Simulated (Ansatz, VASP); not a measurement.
## One calculation of Fe, two programs

The input INCAR:

```
SYSTEM = Fe
PREC     = Accurate       ! precision mode
ENCUT    = 520            ! plane-wave cutoff, eV
EDIFF    = 1E-7           ! SCF threshold, eV
ISMEAR   = -1             ! smearing method
SIGMA    = 0.1            ! smearing width, eV
LREAL    = .False.        ! projectors in reciprocal space
LASPH    = .True.         ! aspherical terms in the spheres
NELM     = 150            ! most SCF steps
ALGO     = Normal         ! electronic algorithm
ISIF     = 2              ! what is computed and relaxed
LWAVE    = .False.        ! write WAVECAR
LCHARG   = .False.        ! write CHGCAR
ISPIN    = 2              ! spin polarisation
MAGMOM   = 2.5            ! initial moments
LORBIT   = 11             ! projections on sites
LMAXMIX  = 4              ! l up to which the mixer works
LDIPOL   = .True.       
IDIPOL   = 3            
DIPOL    = 0.5 0.5 0.500
GGA      = PE             ! functional
NBANDS   = 14             ! bands
```

KPOINTS

```
regular mesh
0
Gamma
  14 14 1
  0 0 0
```

Contents of POSCAR:

```
Fe
1.0
    2.8313533356      0.0000000000      0.0000000000
    0.0000000000      2.8313533356      0.0000000000
    0.0000000000      0.0000000000     16.0000000000
Fe
1
Direct
    0.0000000000      0.0000000000      0.5000000000
```

Input for Ansatz:

```yaml
crystal:
  lattice:
    - [2.8313533356, 0.0, 0.0]
    - [0.0, 2.8313533356, 0.0]
    - [0.0, 0.0, 16.0]
  atoms:
    - { symbol: Fe, position: [0.0, 0.0, 0.5], spin: 2.5 }
magnetization:
  spin_polarized: true
kpoints:
  mp_grid: { grid: [14, 14, 1] }
scf:
  occupations: { method: fermi_dirac, width: 0.1 }
hamiltonian:
  xc: pbe
  pseudopotentials: { kind: paw }
output:
  forces: true
  stress: true
  eigenvalues: true
  populations: true
efield:
  axis: 3
  amplitude: 0
  dipole_correction: true
```

Alike in both runs: task single point; functional PBE; k mesh 14 × 14 × 1; occupations fermi-dirac, width 0.1 eV; collinear spin.

|  | VASP | Ansatz |
| --- | --- | --- |
| version | VASP 6.6.1 | Ansatz 0.2.0 |
| potentials or method | VASP PAW PBE potentials, release 64 (Fe) | PAW with Ansatz's default frozen-core files, scalar-relativistic |
| plane-wave cutoff (eV) | 520 | 420 |
| valence electrons in the cell | 8 | 16 |

Ansatz gave:

| Property | Result |
| --- | --- |
| net moment per atom (μB) | 3.26 |
| size of the moment on the site where the two differ most (μB) | 3.21 |

Problem. What did VASP give for the same quantities?

Solution. net moment per atom (μB): 3.24; size of the moment on the site where the two differ most (μB): 3.16.

Site moments also hang on the region over which each program counts them. VASP's potentials hold 8 valence electrons a cell and Ansatz's 16, so a difference there can come from the potentials and not from the codes.
